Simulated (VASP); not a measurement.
# C (Fmmm) in VASP: notebook

The runs below take C through single point, with PBE.

Everything below comes from runs of VASP 6.6.1. Logs are shortened: lines on timing, memory, paths and dates and some standing lists are left out, and cuts for length are marked.

### Step 1. The cell of the first run

The structure is orthorhombic, space group Fmmm (No. 69). The conventional cell has a = 2.456 Å, b = 4.254 Å, c = 6.696 Å, α = 90.00°, β = 90.00°, γ = 90.00°. Within 1.9 Å of C (site symmetry m2m) lie 3 C at 1.42 Å.

### Step 2. Single point, PBE

Contents of INCAR:

```
SYSTEM = C
PREC = Accurate ; ENCUT = 600
EDIFF = 1E-6 ; ISMEAR = -1
SIGMA = 0.1 ; LREAL = .False.
LASPH = .True. ; NELM = 120
ALGO = Normal ; ISIF = 2
LWAVE = .False. ; LCHARG = .False.
GGA = PE ; NBANDS = 11
GGA_COMPAT = .False.
```

Contents of KPOINTS:

```
regular mesh
0
Gamma
  4 4 4
  0 0 0
```

Contents of POSCAR:

```
C
1.0
    0.0000000000      2.1270000000      3.3480000000
    1.2280000000      0.0000000000      3.3480000000
    1.2280000000      2.1270000000      0.0000000000
C
2
Direct
    0.1666666667      0.8333333333      0.1666666667
    0.8333333333      0.1666666667      0.8333333333
```

Potentials or basis: VASP PAW PBE potentials, release 64 (C).

The run is started by

```console
$ cat potpaw_PBE.64/C/POTCAR > POTCAR
$ mpirun -np 1 vasp_std > vasp.out
```

OUTCAR:

```text
SYSTEM = C
   PREC = Accurate
   ENCUT = 600
   EDIFF = 1E-6
   ISMEAR = -1
   LREAL = .False.
   LASPH = .True.
   NELM = 120
   ISIF = 2
   GGA = PE

 ion  position               nearest neighbor table
   1  0.167  0.833  0.167-   2 1.42   2 1.42   2 1.42
   2  0.833  0.167  0.833-   1 1.42   1 1.42   1 1.42

  LATTYP: Found a face centered orthorhombic cell.
 ALAT       =     2.4560000000
 B/A-ratio  =     1.7320846906
 C/A-ratio  =     2.7263843648

  Lattice vectors:

 A1 = (   0.0000000000,   2.1270000000,   3.3480000000)
 A2 = (   1.2280000000,   0.0000000000,   3.3480000000)
 A3 = (   1.2280000000,   2.1270000000,   0.0000000000)

Analysis of symmetry for initial positions (statically):
=====================================================================
 Subroutine PRICEL returns:
 Original cell was already a primitive cell.

 Routine SETGRP: Setting up the symmetry group for a
 face centered orthorhombic supercell.

 Subroutine GETGRP returns: Found  8 space group operations
 (whereof  8 operations were pure point group operations)
 out of a pool of  8 trial point group operations.

The static configuration has the point symmetry D_2h.

Analysis of symmetry for dynamics (positions and initial velocities):
=====================================================================
 Subroutine PRICEL returns:
 Original cell was already a primitive cell.

 Routine SETGRP: Setting up the symmetry group for a
 face centered orthorhombic supercell.

 Subroutine GETGRP returns: Found  8 space group operations
 (whereof  8 operations were pure point group operations)
 out of a pool of  8 trial point group operations.

The dynamic configuration has the point symmetry D_2h.

 Subroutine INISYM returns: Found  8 space group operations
 (whereof  8 operations are pure point group operations),
 and found     1 'primitive' translations

----------------------------------------------------------------------------------------

                                     Primitive cell

  volume of cell :      17.4897

  direct lattice vectors                    reciprocal lattice vectors
     0.000000000  2.127000000  3.348000000    -0.407166124  0.235072873  0.149342891
     1.228000000  0.000000000  3.348000000     0.407166124 -0.235072873  0.149342891
     1.228000000  2.127000000  0.000000000     0.407166124  0.235072873 -0.149342891

  length of vectors
     3.966513961  3.566102635  2.456036034     0.493301943  0.493301943  0.493301943

  position of ions in fractional coordinates (direct lattice)
     0.166666667  0.833333333  0.166666667
     0.833333333  0.166666667  0.833333333

  ion indices of the primitive-cell ions
   primitive index   ion index
                 1           1
                 2           2

----------------------------------------------------------------------------------------

 KPOINTS: regular mesh

Automatic generation of k-mesh.
 Grid dimensions read from file:
 generate k-points for:    4    4    4

 Generating k-lattice:

  Cartesian coordinates                     Fractional coordinates (reciprocal lattice)
    -0.101791531  0.058768218  0.037335723     0.250000000  0.000000000  0.000000000
     0.101791531 -0.058768218  0.037335723     0.000000000  0.250000000  0.000000000
     0.101791531  0.058768218 -0.037335723     0.000000000  0.000000000  0.250000000

  Length of vectors
     0.123325486  0.123325486  0.123325486

  Shift w.r.t. Gamma in fractional coordinates (k-lattice)
     0.000000000  0.000000000  0.000000000

 Subroutine IBZKPT returns following result:
 ===========================================

 Found     18 irreducible k-points:

 Following reciprocal coordinates:
            Coordinates               Weight
  0.000000  0.000000  0.000000      1.000000
  0.250000  0.000000  0.000000      8.000000
  0.500000  0.000000  0.000000      4.000000
  0.250000  0.250000  0.000000      2.000000
  0.500000  0.250000  0.000000      8.000000
 -0.250000  0.250000  0.000000      4.000000
[... 10 lines left out ...]
 -0.250000  0.250000  0.500000      2.000000
  0.000000  0.500000  0.500000      1.000000
   k-points           NKPTS =     18   k-points in BZ     NKDIM =     18   number of bands    NBANDS=     11
   number of dos      NEDOS =    301   number of ions     NIONS =      2
   total plane-waves  NPLWV =  17920
   dimension x,y,z NGX =    32 NGY =   28 NGZ =   20
   dimension x,y,z NGXF=    64 NGYF=   56 NGZF=   40
   ions per type =               2
   NGX,Y,Z   is equivalent  to a cutoff of  13.41, 13.05, 13.54 a.u.
   NGXF,Y,Z  is equivalent  to a cutoff of  26.82, 26.11, 27.08 a.u.
 SYSTEM =  C
   PREC   = accura    normal or accurate (medium, high low for compatibility)
   ISTART =      0    job   : 0-new  1-cont  2-samecut
   ICHARG =      2    charge: 1-file 2-atom 10-const
   ISPIN  =      1    spin polarized calculation?
   LNONCOLLINEAR =      F non collinear calculations
   LSORBIT =      F    spin-orbit coupling
   LASPH  =      T    aspherical Exc in radial PAW
   ENCUT  =  600.0 eV  44.10 Ry    6.64 a.u.   7.92  7.12  4.91*2*pi/ulx,y,z
   NELM   =    120;   NELMIN=  2; NELMDL= -5     # of ELM steps
   EDIFF  = 0.1E-05   stopping-criterion for ELM
   LREAL  =      F    real-space projection
   EDIFFG = 0.1E-04   stopping-criterion for IOM
   NSW    =      0    number of steps for IOM
   IBRION =     -1    ionic relax: 0-MD 1-quasi-New 2-CG
   NFREE  =      0    steps in history (QN), initial steepest desc. (CG)
   ISIF   =      2    stress and relaxation
   ISYM   =      2    0-nonsym 1-usesym 2-fastsym
   POTIM  = 0.5000    time-step for ionic-motion
   TEBEG  =    0.0;   TEEND  =   0.0 temperature during run
   PSTRESS=    0.0 pullay stress
   NELECT =       8.0000    total number of electrons
   NUPDOWN=      -1.0000    fix difference up-down
   EMIN   =  10.00;   EMAX   =-10.00  energy-range for DOS
   EFERMI =   0.00;   METHOD = LEGACY
   ISMEAR =    -1;   SIGMA  =   0.10  broadening in eV -4-tet -1-fermi 0-gaus
   EFERMI_NEDOS =   21; number of points for ismear=-14 and -15
   IALGO  =     38    algorithm
   IMIX   =      4    mixing-type and parameters
     AMIX     =   0.40;   BMIX     =  1.00
     AMIX_MAG =   1.60;   BMIX_MAG =  1.00
  volume/ion in A,a.u.               =       8.74        59.01
  Fermi-wavevector in a.u.,A,eV,Ry     =   1.261376  2.383654 21.647797  1.591068
  Thomas-Fermi vector in A             =   2.394838
   LORBIT       =      0    0 simple, 1 ext, 2 COOP (PROOUT), +10 PAW based schemes
   GGA     = PE    functional components
   LHFCALC =     F    Hartree Fock is set to
   AEXX    =    0.0000 exact exchange contribution
   IVDW    =     0    specifies the selected vdW correction
   LEPSILON=     F    determine dielectric tensor
   LRPA    =     F    only Hartree local field effects (RPA)
 non-spin polarized calculation
  energy-cutoff  :      600.00
  volume of cell :       17.49
 maximum number of plane-waves:       596
   NGX = 15   NGY = 15   NGZ =  9

 number of electron       8.0000000 magnetization

 Free energy of the ion-electron system (eV)
  ---------------------------------------------------
  ext. energy  EPLUGINS =         0.00000000
  ---------------------------------------------------
  free energy    TOTEN  =       -18.45053105 eV

  energy without entropy =      -18.45053080  energy(sigma->0) =      -18.45053092

 E-fermi :   4.4455     XC(G=0): -10.3555

 val. band max:        3.1646038485   @ k =   0.5000   0.0000   0.5000
 cond. band min:       5.7219971315   @ k =   0.0000   0.5000   0.5000
 fundamental gap:      2.5573932830
 Fermi energy:         4.4455393496

 k-point     1 :       0.0000    0.0000    0.0000
  band No.  band energies     occupation
      1     -14.9695      2.00000
      2      -1.8434      2.00000
      3       1.7656      2.00000
      4       1.7920      2.00000
      5       9.0253      0.00000
      6      13.1737      0.00000
      7      13.2445      0.00000
      8      16.2971      0.00000
      9      17.6410      0.00000
     10      27.5497      0.00000
     11      30.5400      0.00000

 k-point     2 :       0.2500    0.0000    0.0000
  band No.  band energies     occupation
      1     -13.4408      2.00000
      2      -2.6081      2.00000
      3      -0.5017      2.00000
      4      -0.2624      2.00000
      5      11.4274      0.00000
      6      11.9592      0.00000
      7      13.0144      0.00000
      8      18.3363      0.00000
      9      20.4513      0.00000
     10      23.9339      0.00000
     11      28.4722      0.00000

 k-point     3 :       0.5000    0.0000    0.0000
  band No.  band energies     occupation
      1      -9.5207      2.00000
      2      -8.5145      2.00000
      3      -1.6452      2.00000
      4       2.3900      2.00000
      5       6.4256      0.00000
      6      12.2768      0.00000
      7      17.3696      0.00000
      8      18.5211      0.00000
      9      24.0400      0.00000
     10      24.9296      0.00000
     11      26.4568      0.00000

 k-point     4 :       0.2500    0.2500    0.0000
  band No.  band energies     occupation
      1     -14.8226      2.00000
      2      -2.9325      2.00000
      3       1.7719      2.00000
      4       1.7736      2.00000
      5      11.6826      0.00000
      6      13.1903      0.00000
      7      13.1918      0.00000
      8      16.3698      0.00000
      9      17.5692      0.00000
     10      27.3537      0.00000
     11      27.4912      0.00000
[... 155 lines left out ...]
 k-point    16 :       0.5000    0.0000    0.5000
  band No.  band energies     occupation
      1      -9.6316      2.00000
      2      -8.6021      2.00000
      3      -1.6160      2.00000
      4       3.1646      1.99999
      5       7.2816      0.00000
      6      12.4884      0.00000
      7      16.0096      0.00000
      8      16.2688      0.00000
      9      22.9619      0.00000
     10      24.9406      0.00000
     11      24.9621      0.00000

 k-point    17 :      -0.2500    0.2500    0.5000
  band No.  band energies     occupation
      1      -9.5206      2.00000
      2      -8.5155      2.00000
      3      -1.6440      2.00000
      4       2.3869      2.00000
      5       6.4332      0.00000
      6      12.2810      0.00000
      7      17.4776      0.00000
      8      18.3410      0.00000
      9      24.4765      0.00000
     10      24.9292      0.00000
     11      26.2362      0.00000

 k-point    18 :       0.0000    0.5000    0.5000
  band No.  band energies     occupation
      1      -9.4037      2.00000
      2      -8.4258      2.00000
      3      -1.6720      2.00000
      4       1.7094      2.00000
      5       5.7220      0.00001
      6      12.0845      0.00000
      7      18.6645      0.00000
      8      22.3003      0.00000
      9      24.6340      0.00000
     10      24.9178      0.00000
     11      25.9121      0.00000

------------------------ aborting loop because EDIFF is reached ----------------------------------------

  FORCE on cell =-STRESS in cart. coord.  units (eV):
  Direction    XX          YY          ZZ          XY          YZ          ZX
  --------------------------------------------------------------------------------------
  -------------------------------------------------------------------------------------
  Total        0.4690640      0.4473050      0.4310764      0.0000000      0.0000000      0.0000000
  in kB       42.9696064     40.9763274     39.4896750      0.0000000      0.0000000      0.0000000
  external PRESSURE =      41.1452029 kB  Pullay stress =       0.0000000 kB

 VOLUME and BASIS-vectors are now :
 -----------------------------------------------------------------------------
  energy-cutoff  :      600.00
  volume of cell :       17.49
      direct lattice vectors                 reciprocal lattice vectors
     0.000000000  2.127000000  3.348000000    -0.407166124  0.235072873  0.149342891
     1.228000000  0.000000000  3.348000000     0.407166124 -0.235072873  0.149342891
     1.228000000  2.127000000  0.000000000     0.407166124  0.235072873 -0.149342891

 POSITION                                       TOTAL-FORCE (eV/Angst)
 -----------------------------------------------------------------------------------
      1.22800      0.70900      3.34800         0.000000      0.016450      0.000000
      1.22800      3.54500      3.34800         0.000000     -0.016450      0.000000
 -----------------------------------------------------------------------------------
    total drift:                               -0.000000     -0.000000      0.000000

  FREE ENERGIE OF THE ION-ELECTRON SYSTEM (eV)
  ---------------------------------------------------
  free  energy   TOTEN  =       -18.4505310454 eV

  energy  without entropy=      -18.4505307950  energy(sigma->0) =      -18.45053092
```

It took 5.2 s on 1 thread of AMD EPYC 7R43 (Zen 3), shared host; peak memory 0.1 GiB.

Results:

```
Free energy   : -18.4505 eV
Pressure      : 4.1 GPa
Largest force : 0.016 eV/Å
```

Forces in eV/Å, atoms in the order of the input:
```
C    0.000  0.016  0.000
C    0.000 -0.016  0.000
```

Stress tensor (GPa, compression positive):
```
4.30 0.00 0.00
0.00 4.10 0.00
0.00 0.00 3.95
```

Caveat: the k points lie up to 0.77 Å⁻¹ apart; this functional lacks dispersion, which binds the layers, so the pressure and a relaxed spacing across them are unreliable.

(Continued in part 2 of 2.)
